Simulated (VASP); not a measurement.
# ZnS (F-43m) in VASP: single point with LDA

Aim: the single point of ZnS with LDA.

Program: VASP 6.6.1. These are calculated values, not measurements. Logs are shortened: lines on timing, memory, paths and dates and some standing lists are left out, and cuts for length are marked.

### Step 1. The cell of the first run

Symmetry: F-43m, No. 216, cubic system. Conventional cell: a = 5.409 Å, b = 5.409 Å, c = 5.409 Å, α = 90.00°, β = 90.00°, γ = 90.00°. Within 3.1 Å of Zn (site symmetry -43m) lie 4 S at 2.34 Å. Within 3.1 Å of S (site symmetry -43m) lie 4 Zn at 2.34 Å.

### Step 2. Single point, LDA

File INCAR:

```
SYSTEM = ZnS
PREC = Accurate
ENCUT = 500
EDIFF = 1E-6
ISMEAR = 0
SIGMA = 0.1
LREAL = .False.
LASPH = .True.
NELM = 120
ALGO = Normal
ISIF = 2
LWAVE = .False.
LCHARG = .False.
NBANDS = 16
GGA_COMPAT = .False.
```

File KPOINTS:

```
Automatic mesh
0
Gamma
  6 6 6
  0 0 0
```

File POSCAR:

```
ZnS
1.0
    0.0000000000      2.7046500000      2.7046500000
    2.7046500000      0.0000000000      2.7046500000
    2.7046500000      2.7046500000      0.0000000000
Zn S
1 1
Direct
    0.0000000000      0.0000000000      0.0000000000
    0.7500000000      0.7500000000      0.7500000000
```

Potentials or basis: VASP PAW LDA potentials, release 64 (Zn, S).

Launch:

```console
cat potpaw_LDA.64/Zn/POTCAR potpaw_LDA.64/S/POTCAR > POTCAR
mpirun -np 1 vasp_std > vasp.out
```

OUTCAR:

```text
SYSTEM = ZnS
   PREC = Accurate
   ENCUT = 500
   EDIFF = 1E-6
   ISMEAR = 0
   LREAL = .False.
   LASPH = .True.
   NELM = 120
   ISIF = 2

 ion  position               nearest neighbor table
   1  0.000  0.000  0.000-   2 2.34   2 2.34   2 2.34   2 2.34
   2  0.750  0.750  0.750-   1 2.34   1 2.34   1 2.34   1 2.34

  LATTYP: Found a face centered cubic cell.
 ALAT       =     5.4093000000

  Lattice vectors:

 A1 = (   0.0000000000,   2.7046500000,   2.7046500000)
 A2 = (   2.7046500000,   0.0000000000,   2.7046500000)
 A3 = (   2.7046500000,   2.7046500000,   0.0000000000)

Analysis of symmetry for initial positions (statically):
=====================================================================
 Subroutine PRICEL returns:
 Original cell was already a primitive cell.

 Routine SETGRP: Setting up the symmetry group for a
 face centered cubic supercell.

 Subroutine GETGRP returns: Found 24 space group operations
 (whereof 24 operations were pure point group operations)
 out of a pool of 48 trial point group operations.

The static configuration has the point symmetry T_d .

Analysis of symmetry for dynamics (positions and initial velocities):
=====================================================================
 Subroutine PRICEL returns:
 Original cell was already a primitive cell.

 Routine SETGRP: Setting up the symmetry group for a
 face centered cubic supercell.

 Subroutine GETGRP returns: Found 24 space group operations
 (whereof 24 operations were pure point group operations)
 out of a pool of 48 trial point group operations.

The dynamic configuration has the point symmetry T_d .

 Subroutine INISYM returns: Found 24 space group operations
 (whereof 24 operations are pure point group operations),
 and found     1 'primitive' translations

----------------------------------------------------------------------------------------

                                     Primitive cell

  volume of cell :      39.5697

  direct lattice vectors                    reciprocal lattice vectors
     0.000000000  2.704650000  2.704650000    -0.184866803  0.184866803  0.184866803
     2.704650000  0.000000000  2.704650000     0.184866803 -0.184866803  0.184866803
     2.704650000  2.704650000  0.000000000     0.184866803  0.184866803 -0.184866803

  length of vectors
     3.824952711  3.824952711  3.824952711     0.320198696  0.320198696  0.320198696

  position of ions in fractional coordinates (direct lattice)
     0.000000000  0.000000000  0.000000000
     0.750000000  0.750000000  0.750000000

  ion indices of the primitive-cell ions
   primitive index   ion index
                 1           1
                 2           2

----------------------------------------------------------------------------------------

 KPOINTS: Automatic mesh

Automatic generation of k-mesh.
 Grid dimensions read from file:
 generate k-points for:    6    6    6

 Generating k-lattice:

  Cartesian coordinates                     Fractional coordinates (reciprocal lattice)
    -0.030811134  0.030811134  0.030811134     0.166666667  0.000000000  0.000000000
     0.030811134 -0.030811134  0.030811134     0.000000000  0.166666667  0.000000000
     0.030811134  0.030811134 -0.030811134     0.000000000  0.000000000  0.166666667

  Length of vectors
     0.053366449  0.053366449  0.053366449

  Shift w.r.t. Gamma in fractional coordinates (k-lattice)
     0.000000000  0.000000000  0.000000000

 Subroutine IBZKPT returns following result:
 ===========================================

 Found     16 irreducible k-points:

 Following reciprocal coordinates:
            Coordinates               Weight
  0.000000  0.000000  0.000000      1.000000
  0.166667  0.000000  0.000000      8.000000
  0.333333  0.000000  0.000000      8.000000
  0.500000  0.000000  0.000000      4.000000
  0.166667  0.166667  0.000000      6.000000
  0.333333  0.166667  0.000000     24.000000
[... 8 lines left out ...]
 -0.333333  0.333333  0.166667     24.000000
 -0.333333  0.500000  0.166667     12.000000
   k-points           NKPTS =     16   k-points in BZ     NKDIM =     16   number of bands    NBANDS=     16
   number of dos      NEDOS =    301   number of ions     NIONS =      2
   total plane-waves  NPLWV =  21952
   dimension x,y,z NGX =    28 NGY =   28 NGZ =   28
   dimension x,y,z NGXF=    56 NGYF=   56 NGZF=   56
   ions per type =               1   1
   NGX,Y,Z   is equivalent  to a cutoff of  12.17, 12.17, 12.17 a.u.
   NGXF,Y,Z  is equivalent  to a cutoff of  24.34, 24.34, 24.34 a.u.
 SYSTEM =  ZnS
   PREC   = accura    normal or accurate (medium, high low for compatibility)
   ISTART =      0    job   : 0-new  1-cont  2-samecut
   ICHARG =      2    charge: 1-file 2-atom 10-const
   ISPIN  =      1    spin polarized calculation?
   LNONCOLLINEAR =      F non collinear calculations
   LSORBIT =      F    spin-orbit coupling
   LASPH  =      T    aspherical Exc in radial PAW
   ENCUT  =  500.0 eV  36.75 Ry    6.06 a.u.   6.97  6.97  6.97*2*pi/ulx,y,z
   NELM   =    120;   NELMIN=  2; NELMDL= -5     # of ELM steps
   EDIFF  = 0.1E-05   stopping-criterion for ELM
   LREAL  =      F    real-space projection
   EDIFFG = 0.1E-04   stopping-criterion for IOM
   NSW    =      0    number of steps for IOM
   IBRION =     -1    ionic relax: 0-MD 1-quasi-New 2-CG
   NFREE  =      0    steps in history (QN), initial steepest desc. (CG)
   ISIF   =      2    stress and relaxation
   ISYM   =      2    0-nonsym 1-usesym 2-fastsym
   POTIM  = 0.5000    time-step for ionic-motion
   TEBEG  =    0.0;   TEEND  =   0.0 temperature during run
   PSTRESS=    0.0 pullay stress
   NELECT =      18.0000    total number of electrons
   NUPDOWN=      -1.0000    fix difference up-down
   EMIN   =  10.00;   EMAX   =-10.00  energy-range for DOS
   EFERMI =   0.00;   METHOD = LEGACY
   ISMEAR =     0;   SIGMA  =   0.10  broadening in eV -4-tet -1-fermi 0-gaus
   EFERMI_NEDOS =   21; number of points for ismear=-14 and -15
   IALGO  =     38    algorithm
   IMIX   =      4    mixing-type and parameters
     AMIX     =   0.40;   BMIX     =  1.00
     AMIX_MAG =   1.60;   BMIX_MAG =  1.00
  volume/ion in A,a.u.               =      19.78       133.51
  Fermi-wavevector in a.u.,A,eV,Ry     =   1.259055  2.379268 21.568210  1.585219
  Thomas-Fermi vector in A             =   2.392634
   LORBIT       =      0    0 simple, 1 ext, 2 COOP (PROOUT), +10 PAW based schemes
   GGA     = CA    functional components
   LHFCALC =     F    Hartree Fock is set to
   AEXX    =    0.0000 exact exchange contribution
   IVDW    =     0    specifies the selected vdW correction
   LEPSILON=     F    determine dielectric tensor
   LRPA    =     F    only Hartree local field effects (RPA)
 non-spin polarized calculation
 Gauss-broadening in eV      SIGMA  =   0.10
  energy-cutoff  :      500.00
  volume of cell :       39.57
 maximum number of plane-waves:      1018
   NGX = 13   NGY = 13   NGZ = 13

 number of electron      17.9999998 magnetization

 Free energy of the ion-electron system (eV)
  ---------------------------------------------------
  ext. energy  EPLUGINS =         0.00000000
  ---------------------------------------------------
  free energy    TOTEN  =        -8.16999533 eV

  energy without entropy =       -8.16999533  energy(sigma->0) =       -8.16999533

 E-fermi :   2.3388     XC(G=0): -10.0250

 val. band max:        1.9004688961   @ k =   0.0000   0.0000   0.0000
 cond. band min:       3.7746071232   @ k =   0.0000   0.0000   0.0000
 fundamental gap:      1.8741382271
 Fermi energy:         2.3387808767

 k-point     1 :       0.0000    0.0000    0.0000
  band No.  band energies     occupation
      1     -11.1878      2.00000
      2      -4.5872      2.00000
      3      -4.5872      2.00000
      4      -4.5872      2.00000
      5      -4.1096      2.00000
      6      -4.1096      2.00000
[... 8 lines left out ...]
     15      13.6482      0.00000
     16      13.6482      0.00000

 k-point     2 :       0.1667    0.0000    0.0000
  band No.  band energies     occupation
      1     -10.9817      2.00000
      2      -4.5789      2.00000
      3      -4.5528      2.00000
      4      -4.5528      2.00000
      5      -4.1116      2.00000
      6      -4.1116      2.00000
[... 8 lines left out ...]
     15      12.8026      0.00000
     16      14.2682      0.00000

 k-point     3 :       0.3333    0.0000    0.0000
  band No.  band energies     occupation
      1     -10.5130      2.00000
      2      -4.4960      2.00000
      3      -4.4960      2.00000
      4      -4.4180      2.00000
      5      -4.0982      2.00000
      6      -4.0982      2.00000
[... 8 lines left out ...]
     15      13.4012      0.00000
     16      13.4445      0.00000

 k-point     4 :       0.5000    0.0000    0.0000
  band No.  band energies     occupation
      1     -10.2407      2.00000
      2      -4.4761      2.00000
      3      -4.4761      2.00000
      4      -4.0800      2.00000
      5      -4.0800      2.00000
      6      -3.9022      2.00000
[... 8 lines left out ...]
     15      15.2768      0.00000
     16      15.2768      0.00000
[... 172 lines left out ...]
 k-point    14 :       0.5000    0.3333    0.1667
  band No.  band energies     occupation
      1     -10.1877      2.00000
      2      -4.4920      2.00000
      3      -4.4145      2.00000
      4      -4.2971      2.00000
      5      -4.0865      2.00000
      6      -4.0297      2.00000
[... 8 lines left out ...]
     15      15.7037      0.00000
     16      16.3769      0.00000

 k-point    15 :      -0.3333    0.3333    0.1667
  band No.  band energies     occupation
      1     -10.0026      2.00000
      2      -4.4564      2.00000
      3      -4.3739      2.00000
      4      -4.1613      2.00000
      5      -4.1170      2.00000
      6      -3.7867      2.00000
[... 8 lines left out ...]
     15      15.4598      0.00000
     16      16.2502      0.00000

 k-point    16 :      -0.3333    0.5000    0.1667
  band No.  band energies     occupation
      1      -9.9180      2.00000
      2      -4.4934      2.00000
      3      -4.3063      2.00000
      4      -4.2175      2.00000
      5      -4.0864      2.00000
      6      -3.7472      2.00000
[... 8 lines left out ...]
     15      15.7763      0.00000
     16      16.5552      0.00000

------------------------ aborting loop because EDIFF is reached ----------------------------------------

  FORCE on cell =-STRESS in cart. coord.  units (eV):
  Direction    XX          YY          ZZ          XY          YZ          ZX
  --------------------------------------------------------------------------------------
  -------------------------------------------------------------------------------------
  Total       -1.1178564     -1.1178564     -1.1178564     -0.0000000     -0.0000000      0.0000000
  in kB      -45.2619617    -45.2619617    -45.2619617     -0.0000000     -0.0000000      0.0000000
  external PRESSURE =     -45.2619617 kB  Pullay stress =       0.0000000 kB

 VOLUME and BASIS-vectors are now :
 -----------------------------------------------------------------------------
  energy-cutoff  :      500.00
  volume of cell :       39.57
      direct lattice vectors                 reciprocal lattice vectors
     0.000000000  2.704650000  2.704650000    -0.184866803  0.184866803  0.184866803
     2.704650000  0.000000000  2.704650000     0.184866803 -0.184866803  0.184866803
     2.704650000  2.704650000  0.000000000     0.184866803  0.184866803 -0.184866803

 POSITION                                       TOTAL-FORCE (eV/Angst)
 -----------------------------------------------------------------------------------
      0.00000      0.00000      0.00000         0.000000     -0.000000      0.000000
      4.05697      4.05697      4.05697        -0.000000      0.000000     -0.000000
 -----------------------------------------------------------------------------------
    total drift:                               -0.000000     -0.000000     -0.000000

  FREE ENERGIE OF THE ION-ELECTRON SYSTEM (eV)
  ---------------------------------------------------
  free  energy   TOTEN  =        -8.1699953307 eV

  energy  without entropy=       -8.1699953307  energy(sigma->0) =       -8.16999533
```

It took 7.2 s on 1 thread of Intel Xeon Platinum 8259CL at 2.50GHz (Skylake/Cascade Lake), shared host; peak memory 0.14 GiB.

Results:

```yaml
Free_energy: -8.1700 eV
Pressure: -4.5 GPa
Band_gap_on_the_k_mesh: 1.87 eV
```

Levels at points of the mesh, in eV from the valence-band top:
```
           k point  band 6  band 7  band 8  band 9  band 10  band 11  band 12  band 13
(0.00, 0.00, 0.00)   -6.01    0.00    0.00    0.00     1.87     6.25     6.25     6.25
(0.50, 0.00, 0.00)   -5.80   -5.36   -0.87   -0.87     3.10     6.79     6.79     8.61
(0.50, 0.50, 0.00)   -5.79   -4.65   -2.24   -2.24     3.19     3.90    10.70    11.75
```

Caveat: the cell stands under tension.
